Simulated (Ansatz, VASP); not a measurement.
One calculation of TiGeSb, two programs

```xyz
6
Lattice="3.6007 0.0000 0.0000 0.0000 3.6007 0.0000 0.0000 0.0000 7.9886" Properties=species:S:1:pos:R:3 pbc="T T T"
Ti    1.8004    0.0000    1.9872
Ti    0.0000    1.8004    6.0014
Ge    0.0000    0.0000    0.0000
Ge    1.8004    1.8004    0.0000
Sb    1.8004    0.0000    4.9174
Sb    0.0000    1.8004    3.0711
```

Alike in both runs: task single point; functional LDA; k mesh 6 × 6 × 3; occupations fermi-dirac, width 0.05 eV; no spin polarisation.

|  | VASP | Ansatz |
| --- | --- | --- |
| version | VASP 6.6.1 | Ansatz 0.2.0 |
| potentials or method | VASP PAW LDA potentials, release 64 (Ti_sv, Ge_d, Sb), cutoff 520 eV | plane waves, PAW |
| valence electrons in the cell | 62 | 82 |

Ansatz gave:

| Property | Result |
| --- | --- |
| pressure (GPa) | 4.3 |
| traceless stress, the component that is largest in VASP (GPa) | -0.15 |

Q: What did VASP give for the same quantities?

A: Pressure (GPa): 4.5; traceless stress, the component that is largest in VASP (GPa): -0.15.

LDA's correlation is that of Perdew and Zunger in VASP and of Perdew and Wang (1992) in Ansatz. VASP's potentials hold 62 valence electrons a cell and Ansatz's 82, so a difference there can come from the potentials and not from the codes.

Spin-orbit coupling is off throughout.
